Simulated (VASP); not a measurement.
Here is a VASP 6.6.1 calculation.

The input INCAR:

```
PREC = Accurate ; ENCUT = 520
EDIFF = 1E-7 ; ISMEAR = -1
SIGMA = 0.06122561905347299 ; LREAL = False
LASPH = True ; NELM = 80
ALGO = Normal ; ISIF = 2
LWAVE = False ; LCHARG = True
GGA = PE ; LELF = True
LVHAR = True ; NBANDS = 69
```

File KPOINTS:

```
regular mesh
0
Gamma
  11 11 11
```

File POSCAR:

```
Ga2O5
1.0
    5.0690484560      0.0000000000      0.0000000000
    0.0000000000      5.0690484560      0.0000000000
    0.0000000000      0.0000000000      5.0690484560
Ga O
4 10
Direct
    0.0000000000      0.0000000000      0.0000000000
    0.5000000000      0.5000000000      0.0000000000
    0.5000000000      0.0000000000      0.5000000000
    0.0000000000      0.5000000000      0.5000000000
    0.5000000000      0.0000000000      0.0000000000
    0.0000000000      0.5000000000      0.0000000000
    0.0000000000      0.0000000000      0.5000000000
    0.5000000000      0.5000000000      0.5000000000
    0.7500000000      0.7500000000      0.2500000000
    0.7500000000      0.2500000000      0.7500000000
    0.2500000000      0.7500000000      0.7500000000
    0.7500000000      0.2500000000      0.2500000000
    0.2500000000      0.7500000000      0.2500000000
    0.2500000000      0.2500000000      0.7500000000
```

Potentials or basis: VASP PAW PBE potentials, release 64 (Ga_d, O).

The run is started by

```bash
$ cat potpaw_PBE.64/Ga_d/POTCAR potpaw_PBE.64/O/POTCAR > POTCAR
$ mpirun -np 1 vasp_std > vasp.out
```

(1) Estimate the pressure.

(2) Predict the band gap on the k mesh.

Results:

(1) 7.0 GPa.

(2) zero (bands 56 and 57 overlap by 0.44 eV).

Caveat: the cell stands under pressure.
